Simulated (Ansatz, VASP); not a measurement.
One calculation of Mg3CdS2, two programs

The input INCAR:

```
  ALGO = Normal
  EDIFF = 1E-7
  EDIFFG = -0.04
  ENCUT = 600
  GGA = PE
  IBRION = 2
  ISIF = 3
  ISMEAR = 0
  LASPH = True
  LCHARG = False
  LREAL = False
  LWAVE = False
  NELM = 60
  NSW = 90
  PREC = Accurate
  SIGMA = 0.1
```

Contents of KPOINTS:

```
k-points
0
Gamma
  6 6 2
```

File POSCAR:

```
Mg3CdS2
1.0
    4.1628048400      0.0000000000      0.0000000000
   -2.0814024200      3.6050947500      0.0000000000
    0.0000000000      0.0000000000      7.7805815200
Mg Cd S
3 1 2
Direct
    0.0000000000      0.0000000000      0.5000000000
    0.3333333300      0.6666666700      0.0000000000
    0.3333333300      0.6666666700      0.5000000000
    0.0000000000      0.0000000000      0.0000000000
    0.6666666700      0.3333333300      0.2354539900
    0.6666666700      0.3333333300      0.7645460100
```

Input for Ansatz:

```yaml
crystal:
  lattice:
    - [4.16280484, 0.0, 0.0]
    - [-2.08140242, 3.60509475, 0.0]
    - [0.0, 0.0, 7.78058152]
  atoms:
    - { symbol: Mg, position: [0.0, 0.0, 0.5] }
    - { symbol: Mg, position: [0.33333333, 0.66666667, 0.0] }
    - { symbol: Mg, position: [0.33333333, 0.66666667, 0.5] }
    - { symbol: Cd, position: [0.0, 0.0, 0.0] }
    - { symbol: S, position: [0.66666667, 0.33333333, 0.23545399] }
    - { symbol: S, position: [0.66666667, 0.33333333, 0.76454601] }
basis:
  ecutwfc: 420
kpoints:
  mp_grid: { grid: [6, 6, 2] }
hamiltonian:
  xc: pbe
scf:
  occupations: { method: gaussian, width: 0.1 }
  lower_state_search: "off"
output:
  forces: true
  stress: true
  eigenvalues: true
relax:
  adjacent_minimum: "off"
  f_tol: 0.04
  max_steps: 70
  cell: { stress_tol: 0.4 }
```

Change from the starting cell: species swapped into the Ce2NiGe3 type (P-6m2, No. 187).

Alike in both runs: task relaxation of cell and atoms; functional PBE; k mesh 6 × 6 × 2; occupations gaussian, width 0.1 eV; no spin polarisation.

|  | VASP | Ansatz |
| --- | --- | --- |
| version | VASP 6.6.1 | Ansatz 0.2.0 |
| potentials or method | VASP PAW PBE potentials, release 64 (Mg, Cd, S), cutoff 600 eV | scalar-relativistic, plane waves, PAW |
| valence electrons in the cell | 30 | 62 |

Ansatz gave:

* gap on the k mesh at the Fermi level, each at its own relaxed structure (eV): none
* relaxed volume (Å³/atom): 22.33
* relaxed cell length with the largest relative difference (Å): 7.213

Estimate VASP's values.

gap on the k mesh at the Fermi level, each at its own relaxed structure (eV): none; relaxed volume (Å³/atom): 22.33; relaxed cell length with the largest relative difference (Å): 7.172.

A gap of «none» marks a metal or a gap that the smearing closes. VASP's potentials hold 30 valence electrons a cell and Ansatz's 62, so a difference there can come from the potentials and not from the codes.

The k mesh is coarse, so the values compare programs but aren't converged.
